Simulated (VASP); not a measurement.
BeTe:

```
Te Be
1.0
     0.00000    2.77000    2.77000
     2.77000    0.00000    2.77000
     2.77000    2.77000    0.00000
Te Be
1 1
Cartesian
  4.1550 4.1550 4.1550
  0.0000 0.0000 0.0000
```

Base run:

```yaml
Program: VASP 6.6.1
Functional: PBE
Potentials_or_basis: VASP PAW PBE potentials, release 64 (Te, Be)
Cutoff: 520 eV
k_mesh: 6 × 6 × 6
Occupations: fermi-dirac, width 0.05 eV
Spin: no spin polarisation
```

Its results: band gap on the k mesh 1.85 eV, indirect (least direct gap 3.56 eV); pressure 4.5 GPa.

Problem. The run is repeated on the same cell with these changes: k mesh from 6 × 6 × 6 to 4 × 4 × 4. What comes out?

Solution. Band gap on the k mesh 1.84 eV, indirect (least direct gap 3.55 eV); pressure 5.0 GPa.

Caveats: some runs use coarse meshes; spin-orbit coupling is left out, which moves the levels of the heavy elements.

A k mesh can miss the band edges.
